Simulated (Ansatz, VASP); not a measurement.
**RbBi: VASP beside Ansatz**

The input INCAR:

```
SYSTEM = RbBi
ALGO     = Normal         ! electronic algorithm
EDIFF    = 1E-6           ! SCF threshold, eV
ENCUT    = 520            ! plane-wave cutoff, eV
ISIF     = 2              ! what is computed and relaxed
ISMEAR   = 1              ! smearing method
LASPH    = .TRUE.         ! aspherical terms in the spheres
LCHARG   = .FALSE.        ! write CHGCAR
LREAL    = .FALSE.        ! projectors in reciprocal space
LWAVE    = .FALSE.        ! write WAVECAR
NBANDS   = 19             ! bands
NELM     = 60             ! most SCF steps
PREC     = Accurate       ! precision mode
SIGMA    = 0.1            ! smearing width, eV
```

Contents of KPOINTS:

```
k-points
0
G
  3 3 4
  0 0 0
```

The input POSCAR:

```
RbBi
1.0
    4.6852660000      0.0000000000      0.0000000000
    0.0000000000      4.6852660000      0.0000000000
    0.0000000000      0.0000000000      3.8588810000
Rb Bi
1 1
Direct
    0.5000000000      0.5000000000      0.5000000000
    0.0000000000      0.0000000000      0.0000000000
```

Input for Ansatz:

```yaml
crystal:
  lattice:
    - [4.685266, 0.0, 0.0]
    - [0.0, 4.685266, 0.0]
    - [0.0, 0.0, 3.858881]
  atoms:
    - { symbol: Rb, position: [0.5, 0.5, 0.5] }
    - { symbol: Bi, position: [0.0, 0.0, 0.0] }
kpoints:
  mp_grid:
    grid: [3, 3, 4]
hamiltonian:
  xc: lda
  pseudopotentials:
    kind: all_electron
    lapw: {}
scf:
  algorithm: direct_min
  occupations:
    method: methfessel_paxton
output:
  forces: true
  stress: true
  eigenvalues: true
```

Alike in both runs: task single point; functional LDA; k mesh 3 × 3 × 4; no spin polarisation.

|  | VASP | Ansatz |
| --- | --- | --- |
| version | VASP 6.6.1 | Ansatz 0.2.0 |
| potentials or method | VASP PAW LDA potentials, release 64 (Rb_sv, Bi_d), cutoff 520 eV | all-electron (LAPW or listed datasets) |
| occupations | methfessel-paxton of order 1, width 0.1 eV | methfessel-paxton of order 1 |

Ansatz gave:

```
gap on the k mesh at the Fermi level (eV)                     : none
pressure (GPa)                                                : -2.4
traceless stress, the component that is largest in VASP (GPa) : 2.91
```

Problem. Which values does VASP return?

Solution. gap on the k mesh at the Fermi level (eV): none; pressure (GPa): -2.4; traceless stress, the component that is largest in VASP (GPa): 2.92.

LDA's correlation is that of Perdew and Zunger in VASP and of Perdew and Wang (1992) in Ansatz. A gap of «none» marks a metal or a gap that the smearing closes. Ansatz ran all-electron here, and VASP with PAW potentials.

The k mesh is coarse, so the values compare programs but aren't converged. Neither program's run includes spin-orbit coupling.
